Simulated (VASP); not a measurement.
# Be2Si (P1) in VASP: a series of runs

The runs below take Be2Si through single point, with PBEsol, PBE.

Program: VASP 6.6.1. These are calculated values, not measurements. Logs are shortened: lines on timing, memory, paths and dates and some standing lists are left out, and cuts for length are marked.

## (1) The cell of the first run

The typed cell holds 24 atoms: a = 7.451 Å, b = 7.451 Å, c = 7.451 Å, α = 60.00°, β = 60.00°, γ = 60.00°.

## (2) Single point, PBEsol

Contents of INCAR:

```
SYSTEM = Be2Si
PREC     = Accurate       ! precision mode
ENCUT    = 520            ! plane-wave cutoff, eV
EDIFF    = 1E-7           ! SCF threshold, eV
ISMEAR   = -1             ! smearing method
SIGMA    = 0.19           ! smearing width, eV
LREAL    = Auto         
LASPH    = .True.         ! aspherical terms in the spheres
NELM     = 80             ! most SCF steps
ALGO     = Normal         ! electronic algorithm
ISIF     = 2              ! what is computed and relaxed
LWAVE    = .False.        ! write WAVECAR
LCHARG   = .False.        ! write CHGCAR
GGA      = PS             ! functional
NBANDS   = 50             ! bands
```

Contents of KPOINTS:

```
Automatic mesh
0
Gamma
  2 2 2
  0 0 0
```

Contents of POSCAR:

```
Be2Si
1.0
    0.0000000000      5.2683570000      5.2683570000
    5.2683570000      0.0000000000      5.2683570000
    5.2683570000      5.2683570000      0.0000000000
Si Be
8 16
Direct
    0.0290908532     -0.0000347357      0.0010257467
   -0.0293672202      0.0206047160      0.5038791031
    0.0214881983      0.4983628672     -0.0034195670
   -0.0021035021      0.4625766629      0.4990618517
    0.5072869018     -0.0113842893     -0.0038316500
    0.4911899478      0.0028927425      0.4969629051
    0.4842268662      0.5262217424     -0.0012299850
    0.4654446348      0.5082448855      0.5225967982
    0.0985155334      0.1538808019      0.1459673291
    0.4071058586      0.3530556111      0.4198817582
    0.1327888372      0.1104520821      0.6068854104
    0.3576579947      0.3887048657      0.8925122197
    0.1119665011      0.6239179501      0.1625661473
    0.3454121465      0.8399824651      0.3838711955
    0.0562484661      0.6923458300      0.6354054974
    0.4270939688      0.8804960446      0.8472321637
    0.6426184672      0.1224676877      0.1050294238
    0.8973135268      0.3820578218      0.3525860150
    0.6591086177      0.0407649861      0.6222491187
    0.8594665282      0.4060500266      0.8578937418
    0.6483527977      0.6092576870      0.1329657425
    0.9001535014      0.8705951400      0.3616647467
    0.6123619755      0.6425326720      0.6185084838
    0.8672114475      0.9034206490      0.8438328116
```

Potentials or basis: VASP PAW PBE potentials, release 64 (Si, Be).

Launch:

```
$ cat potpaw_PBE.64/Si/POTCAR potpaw_PBE.64/Be/POTCAR > POTCAR
$ mpirun -np 1 vasp_std > vasp.out
```

OUTCAR:

```text
SYSTEM = Be2Si
   PREC = Accurate
   ENCUT = 520
   EDIFF = 1E-7
   ISMEAR = -1
   LREAL = Auto
   LASPH = .True.
   NELM = 80
   ISIF = 2
   GGA = PS

 ion  position               nearest neighbor table
   1  0.029  1.000  0.001-  22 2.20   9 2.27  13 2.31  17 2.36  11 2.42  16 2.43  20 2.49  24 2.54

   2  0.971  0.021  0.504-  19 1.98  15 2.00  24 2.07  11 2.18   9 2.18  18 2.22  22 2.23  14 2.31

   3  0.021  0.498  0.997-  12 2.05   9 2.11  18 2.17  21 2.27  15 2.28  13 2.34  20 2.41  24 2.48
[... 9 lines left out ...]
   8  0.465  0.508  0.523-  10 1.96  14 2.03  12 2.25  23 2.30  21 2.39  15 2.51  18 2.63
   9  0.099  0.154  0.146-   3 2.11   2 2.18   1 2.27  18 2.30   5 2.50
  10  0.407  0.353  0.420-   8 1.96   6 2.18   4 2.55   7 2.59
  11  0.133  0.110  0.607-   4 2.15   2 2.18   6 2.18   1 2.42
  12  0.358  0.389  0.893-   3 2.05   8 2.25   7 2.26   5 2.44
  13  0.112  0.624  0.163-   4 2.08   7 2.28   1 2.31   3 2.34  22 2.36
  14  0.345  0.840  0.384-   8 2.03   2 2.31  15 2.37   5 2.38   6 2.57
  15  0.056  0.692  0.635-   2 2.00  24 2.22   3 2.28  22 2.32  14 2.37   8 2.51   4 2.66
  16  0.427  0.880  0.847-   5 2.07  19 2.09   6 2.16   7 2.19   1 2.43
  17  0.643  0.122  0.105-   5 2.30   1 2.36   6 2.39   7 2.46
  18  0.897  0.382  0.353-   4 2.01   3 2.17   2 2.22   9 2.30   8 2.63
  19  0.659  0.041  0.622-   2 1.98   6 2.07  16 2.09  22 2.30   5 2.32  24 2.34
  20  0.859  0.406  0.858-   4 2.22   7 2.29   3 2.41   1 2.49
  21  0.648  0.609  0.133-   3 2.27   5 2.31   7 2.34   8 2.39
  22  0.900  0.871  0.362-   1 2.20   2 2.23  19 2.30  15 2.32  13 2.36   6 2.49   4 2.50
  23  0.612  0.643  0.619-   6 2.19   8 2.30   7 2.31   4 2.37
  24  0.867  0.903  0.844-   2 2.07   5 2.20  15 2.22  19 2.34   3 2.48   1 2.54

  LATTYP: Found a face centered cubic cell.
 ALAT       =    10.5367140000

  Lattice vectors:

 A1 = (   0.0000000000,   5.2683570000,   5.2683570000)
 A2 = (   5.2683570000,   0.0000000000,   5.2683570000)
 A3 = (   5.2683570000,   5.2683570000,   0.0000000000)

Analysis of symmetry for initial positions (statically):
=====================================================================
 Subroutine PRICEL returns:
 Original cell was already a primitive cell.

 Routine SETGRP: Setting up the symmetry group for a
 face centered cubic supercell.

 Subroutine GETGRP returns: Found  1 space group operations
 (whereof  1 operations were pure point group operations)
 out of a pool of 48 trial point group operations.

The static configuration has the point symmetry C_1 .

[... 142 lines left out ...]
   NSW    =      0    number of steps for IOM
   IBRION =     -1    ionic relax: 0-MD 1-quasi-New 2-CG
   NFREE  =      0    steps in history (QN), initial steepest desc. (CG)
   ISIF   =      2    stress and relaxation
   ISYM   =      2    0-nonsym 1-usesym 2-fastsym
   POTIM  = 0.5000    time-step for ionic-motion
   TEBEG  =    0.0;   TEEND  =   0.0 temperature during run
   PSTRESS=    0.0 pullay stress
   NELECT =      64.0000    total number of electrons
   NUPDOWN=      -1.0000    fix difference up-down
   EMIN   =  10.00;   EMAX   =-10.00  energy-range for DOS
   EFERMI =   0.00;   METHOD = LEGACY
   ISMEAR =    -1;   SIGMA  =   0.19  broadening in eV -4-tet -1-fermi 0-gaus
   EFERMI_NEDOS =   21; number of points for ismear=-14 and -15
   IALGO  =     38    algorithm
   IMIX   =      4    mixing-type and parameters
     AMIX     =   0.40;   BMIX     =  1.00
     AMIX_MAG =   1.60;   BMIX_MAG =  1.00
  volume/ion in A,a.u.               =      12.19        82.23
  Fermi-wavevector in a.u.,A,eV,Ry     =   0.986544  1.864297 13.242119  0.973268
  Thomas-Fermi vector in A             =   2.117932
   LORBIT       =      0    0 simple, 1 ext, 2 COOP (PROOUT), +10 PAW based schemes
   GGA     = PS    functional components
   LHFCALC =     F    Hartree Fock is set to
   AEXX    =    0.0000 exact exchange contribution
   IVDW    =     0    specifies the selected vdW correction
   LEPSILON=     F    determine dielectric tensor
   LRPA    =     F    only Hartree local field effects (RPA)
 non-spin polarized calculation
  energy-cutoff  :      520.00
  volume of cell :      292.45
 maximum number of plane-waves:      7880
 NGX is ok and might be reduce to    56
   NGX = 27   NGY = 27   NGZ = 27

 number of electron      64.0000000 magnetization

 Free energy of the ion-electron system (eV)
  ---------------------------------------------------
  ext. energy  EPLUGINS =         0.00000000
  ---------------------------------------------------
  free energy    TOTEN  =       -99.36737304 eV

  energy without entropy =      -98.71006078  energy(sigma->0) =      -99.03871691

 E-fermi :   6.3227     XC(G=0): -10.0316

 val. band max:        6.3058511289   @ k =   0.0000   0.0000   0.0000
 cond. band min:       6.3950274776   @ k =   0.5000   0.0000   0.5000
 fundamental gap:      0.0891763488
 Fermi energy:         6.3227433019

 k-point     1 :       0.0000    0.0000    0.0000
  band No.  band energies     occupation
      1      -5.5031      2.00000
      2      -3.5396      2.00000
      3      -3.2133      2.00000
      4      -2.9589      2.00000
      5      -2.6303      2.00000
      6      -2.2040      2.00000
[... 365 lines left out ...]
     43       9.5598      0.00000
     44       9.6963      0.00000
 [bands above 44 left out]

------------------------ aborting loop because EDIFF is reached ----------------------------------------

  FORCE on cell =-STRESS in cart. coord.  units (eV):
  Direction    XX          YY          ZZ          XY          YZ          ZX
  --------------------------------------------------------------------------------------
  -------------------------------------------------------------------------------------
  Total        7.4043799      8.3502784     10.4770901      1.7488463     -1.3538284      4.1356476
  in kB       40.5642727     45.7462980     57.3978565      9.5809071     -7.4168348     22.6567973
  external PRESSURE =      47.9028091 kB  Pullay stress =       0.0000000 kB

 VOLUME and BASIS-vectors are now :
 -----------------------------------------------------------------------------
  energy-cutoff  :      520.00
  volume of cell :      292.45
      direct lattice vectors                 reciprocal lattice vectors
     0.000000000  5.268357000  5.268357000    -0.094906249  0.094906249  0.094906249
     5.268357000  0.000000000  5.268357000     0.094906249 -0.094906249  0.094906249
     5.268357000  5.268357000  0.000000000     0.094906249  0.094906249 -0.094906249

 POSITION                                       TOTAL-FORCE (eV/Angst)
 -----------------------------------------------------------------------------------
      5.27358      0.15866      5.42144        -0.563932     -0.833166      0.190544
      2.76317      7.76825      5.22219        -0.682829     -0.490879      2.846292
      7.87590      5.36355      2.73876         1.160156     -2.334600      0.131452
      5.06625      7.88651      7.69429         2.611919      1.456707      1.352637
     10.45655      7.92074      7.88095         1.653035      0.456187      0.447913
      2.63342      5.20594      2.60300        -1.961986     -1.341936      0.212575
[... 16 lines left out ...]
      6.64362      6.48467      6.61123        -0.510837      0.543910     -0.650378
      9.20515      9.01439      9.32832         1.118929      1.640359     -0.388804
 -----------------------------------------------------------------------------------
    total drift:                                0.003092     -0.002446      0.004544

  FREE ENERGIE OF THE ION-ELECTRON SYSTEM (eV)
  ---------------------------------------------------
  free  energy   TOTEN  =       -99.3673730353 eV

  energy  without entropy=      -98.7100607836  energy(sigma->0) =      -99.03871691
```

stdout:

```text
POSCAR found type information on POSCAR SiBe
 POSCAR found :  2 types and      24 ions
 scaLAPACK will be used
 -----------------------------------------------------------------------------
|                                                                             |
|                                                                             |
|     You enforced a specific xc type in the INCAR file but a different       |
|     I HOPE YOU KNOW WHAT YOU ARE DOING!                                     |
|                                                                             |
 -----------------------------------------------------------------------------

 LDA part: xc-table for (Slater+PW92), standard interpolation
 POSCAR, INCAR and KPOINTS ok, starting setup
 FFT: planning ... GRIDC
 FFT: planning ... GRID_SOFT
 FFT: planning ... GRID
 WAVECAR not read
 entering main loop
```

Wall time 4.6 min (1 thread of Intel Xeon 6975P-C, shared host); peak memory 0.43 GiB.

What came out:

| Item | Value |
| --- | --- |
| Free energy | -99.3674 eV |
| Pressure | 4.8 GPa |
| Largest force | 3.282 eV/Å |
| Band gap on the k mesh | 0.09 eV, indirect (least direct gap 0.25 eV) |

Forces on the atoms (eV/Å):
```
Si  -0.564 -0.833  0.191
Si  -0.683 -0.491  2.846
Si   1.160 -2.335  0.131
Si   2.612  1.457  1.353
Si   1.653  0.456  0.448
Si  -1.962 -1.342  0.213
Si  -0.329  1.198 -0.621
Si   0.648  2.101  0.547
Be  -1.320  0.350  0.189
Be  -1.749 -2.066 -1.154
Be   0.599  0.882 -0.371
Be  -0.907  1.493  0.658
Be  -0.575 -0.680  0.815
Be   1.010 -0.926  1.400
Be  -2.037  1.399 -1.333
Be  -0.246 -0.861 -1.424
Be   0.163 -0.181  0.411
Be  -0.175 -1.398 -1.010
Be   1.831 -0.408 -0.667
Be   0.122  0.575 -0.303
Be   0.397 -0.227 -0.536
Be  -0.256 -0.348 -0.742
Be  -0.511  0.544 -0.650
Be   1.119  1.640 -0.389
```

Levels at points of the mesh, in eV from the valence-band top:
```tsv
k point	band 30	band 31	band 32	band 33	band 34	band 35
(0.00, 0.00, 0.00)	-0.29	-0.12	0.00	0.25	0.39	0.68
(0.50, 0.00, 0.00)	-0.74	-0.57	-0.03	0.24	0.61	0.68
(0.00, 0.50, 0.00)	-0.69	-0.40	-0.11	0.51	0.62	0.77
(0.00, 0.00, 0.50)	-0.64	-0.30	-0.13	0.17	0.59	0.88
(0.50, 0.50, 0.50)	-0.62	-0.53	-0.24	0.12	0.61	0.83
(0.50, 0.50, 0.00)	-1.15	-0.98	-0.91	0.26	0.50	0.97
(0.00, 0.50, 0.50)	-1.26	-1.10	-0.96	0.12	0.78	1.12
(0.50, 0.00, 0.50)	-1.32	-1.05	-0.93	0.09	0.61	0.99
```

Caveat: the k points lie up to 0.52 Å⁻¹ apart; the PAW data sets were made with another functional, which shifts forces and pressure a little. A k mesh can miss the band edges.

## (3) Single point, PBEsol

This run uses another cell than the first one, of 12.13 Å³/atom, 0.996 times its volume.

INCAR: that of step 2 with these lines changed.

```diff
@@ -3,3 +3,3 @@
 ENCUT    = 520            ! plane-wave cutoff, eV
-EDIFF    = 1E-7           ! SCF threshold, eV
+EDIFF    = 1E-6           ! SCF threshold, eV
 ISMEAR   = -1             ! smearing method
```

KPOINTS is that of step 2.

Contents of POSCAR:

```
Be2Si
1.0
    0.0000000000      5.2605420000      5.2605420000
    5.2605420000      0.0000000000      5.2605420000
    5.2605420000      5.2605420000      0.0000000000
Si Be
8 16
Direct
    0.0412923231      0.0000684340     -0.0015171441
   -0.0252182190      0.0334506406      0.4950677136
    0.0149515012      0.5147363142     -0.0083940020
    0.0034887090      0.4495855180      0.5122746858
    0.4998977292     -0.0050582240      0.0005811188
    0.4803529750      0.0000117859      0.4888627446
    0.4827696462      0.5202321358      0.0114075698
    0.4591169503      0.5026143694      0.5301672337
    0.1238891354      0.1482371969      0.1536124985
    0.3888458642      0.3464300827      0.4254470357
    0.1498173572      0.0788351276      0.6185194415
    0.3843935663      0.3796931001      0.8943296147
    0.1232471863      0.6509682843      0.1400078167
    0.3529156311      0.8552703315      0.3822103312
    0.0644862259      0.6651733795      0.6278821650
    0.4177655078      0.8631705630      0.8332768753
    0.6572966246      0.1335277810      0.0884729178
    0.8789006912      0.3802393366      0.3335046085
    0.6315651505      0.0524442158      0.6447210192
    0.8561721397      0.3975944874      0.8766666058
    0.6537143891      0.5993808243      0.1489930125
    0.9047153316      0.8569221575      0.3484026931
    0.6036598510      0.6361422454      0.6169565798
    0.8612180076      0.9166586827      0.8501974701
```

Potentials or basis: VASP PAW PBE potentials, release 64 (Si, Be).

Launch:

```
$ cat potpaw_PBE.64/Si/POTCAR potpaw_PBE.64/Be/POTCAR > POTCAR
$ mpirun -np 1 vasp_std > vasp.out
```

It took 5 min on 1 thread of Intel Xeon 6975P-C, shared host; peak memory 0.43 GiB.

It converged, with:

- Free energy: -101.0179 eV
- Pressure: 2.6 GPa
- Largest force: 3.364 eV/Å
- Band gap on the k mesh: 0.15 eV, direct

Forces on the atoms (eV/Å):
```
Si   0.380 -1.371  0.750
Si  -0.770  0.112 -1.033
Si  -0.134 -0.951  0.898
Si   0.853 -0.713  0.732
Si   0.472  0.272 -0.359
Si  -2.535  0.460  2.162
Si  -0.473  1.692 -0.125
Si  -0.003  1.027  0.389
Be  -1.256 -0.605  0.744
Be  -0.775 -1.592 -0.457
Be   1.528 -0.065 -0.809
Be  -0.379  0.301 -0.465
Be  -0.592  0.349 -1.054
Be   0.247 -0.526  0.337
Be  -0.875  0.203 -0.257
Be   0.815 -0.055 -0.298
Be   0.306 -0.072  0.008
Be   1.574  0.131 -0.142
Be   0.409 -0.580  0.561
Be  -0.044  0.356  0.102
Be   0.565 -0.920 -0.504
Be   0.754  0.367 -0.835
Be  -0.308  0.997 -0.307
Be   0.242  1.182 -0.039
```

Stress tensor (GPa, compression positive):
```
 2.14  0.02 -0.31
 0.02  2.81 -1.48
-0.31 -1.48  2.77
```

Levels at points of the mesh, in eV from the valence-band top:
```csv
k point,band 29,band 30,band 31,band 32,band 33,band 34,band 35,band 36
"(0.00, 0.00, 0.00)",-0.65,-0.21,-0.06,0.00,0.15,0.48,0.53,0.78
"(0.50, 0.00, 0.00)",-0.98,-0.78,-0.58,-0.17,0.30,0.51,0.80,0.91
"(0.00, 0.50, 0.00)",-0.93,-0.66,-0.50,-0.22,0.47,0.65,0.79,0.90
"(0.00, 0.00, 0.50)",-0.86,-0.59,-0.46,-0.22,0.34,0.69,0.79,0.90
"(0.50, 0.50, 0.50)",-0.83,-0.62,-0.51,-0.25,0.32,0.52,0.77,0.85
"(0.50, 0.50, 0.00)",-1.52,-1.39,-1.12,-0.95,0.32,0.46,1.37,1.51
"(0.00, 0.50, 0.50)",-1.54,-1.49,-1.11,-1.00,0.15,0.65,1.38,1.57
"(0.50, 0.00, 0.50)",-1.57,-1.31,-1.19,-0.95,0.21,0.46,1.30,1.58
```

Caveat: the k points lie up to 0.52 Å⁻¹ apart; the PAW data sets were made with another functional, which shifts forces and pressure a little.

(Part 1 of 2 ends here.)
